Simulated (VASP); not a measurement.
Here is a VASP 6.6.1 calculation.

File INCAR:

```
SYSTEM = TiN
PREC     = Accurate       ! precision mode
ENCUT    = 520            ! plane-wave cutoff, eV
EDIFF    = 1E-7           ! SCF threshold, eV
ISMEAR   = 0              ! smearing method
SIGMA    = 0.15           ! smearing width, eV
LREAL    = .FALSE.        ! projectors in reciprocal space
LASPH    = .TRUE.         ! aspherical terms in the spheres
NELM     = 80             ! most SCF steps
ALGO     = Normal         ! electronic algorithm
ISIF     = 2              ! what is computed and relaxed
LWAVE    = .FALSE.        ! write WAVECAR
LCHARG   = .TRUE.         ! write CHGCAR
GGA      = PS             ! functional
LELF     = .TRUE.         ! ELF
LVHAR    = .TRUE.       
NBANDS   = 16             ! bands
```

Contents of KPOINTS:

```
Automatic mesh
0
G
  20 20 20
  0 0 0
```

POSCAR

```
TiN
1.0
    0.0000000000      2.0142318208      2.0142318208
    2.0142318208      0.0000000000      2.0142318208
    2.0142318208      2.0142318208      0.0000000000
Ti N
1 1
Direct
    0.0000000000      0.0000000000      0.0000000000
    0.5000000000      0.5000000000      0.5000000000
```

Potentials or basis: VASP PAW PBE potentials, release 64 (Ti_sv, N).

Launch:

```console
$ cat potpaw_PBE.64/Ti_sv/POTCAR potpaw_PBE.64/N/POTCAR > POTCAR
$ mpirun -np 1 vasp_std > vasp.out
```

Question: What does it give for the pressure?

Answer: 50.8 GPa.

Caveat: the PAW data sets were made with another functional, which shifts forces and pressure a little.
